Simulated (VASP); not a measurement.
Input of a VASP 6.6.1 run:

Contents of INCAR:

```
SYSTEM = B2C
ALGO = Normal
EDIFF = 1E-6
ENCUT = 600
GGA = PE
GGA_COMPAT = .False.
ISIF = 2
ISMEAR = 0
LASPH = .True.
LCHARG = .False.
LREAL = .False.
LWAVE = .False.
NBANDS = 12
NELM = 120
PREC = Accurate
SIGMA = 0.2
```

Contents of KPOINTS:

```
k-points
0
Gamma
  7 7 5
  0 0 0
```

File POSCAR:

```
B2C
1.0
    2.6685926208      0.0000000000      0.0000000000
    0.0000000000      2.6685926208      0.0000000000
    0.0000000000      0.0000000000      2.9399998751
B C
2 1
Direct
    0.5000000000      0.5000000000      0.0000000000
    0.0000000000      0.0000000000      0.5000000000
    0.0000000000      0.0000000000      0.0000000000
```

Potentials or basis: VASP PAW PBE potentials, release 64 (B, C).

The run is started by

```console
$ cat potpaw_PBE.64/B/POTCAR potpaw_PBE.64/C/POTCAR > POTCAR
$ mpirun -np 1 vasp_std > vasp.out
```

Q: What does it give for the pressure?

A: -0.3 GPa.

Q: Predict the band gap on the k mesh.

A: Zero (band 5 reaches 10.27 eV, above the bottom of band 6 at 5.88 eV).

Stress tensor (GPa, compression positive):
```
-0.11  0.00  0.00
 0.00 -0.11  0.00
 0.00  0.00 -0.72
```

Caveat: the k points lie up to 0.43 Å⁻¹ apart.
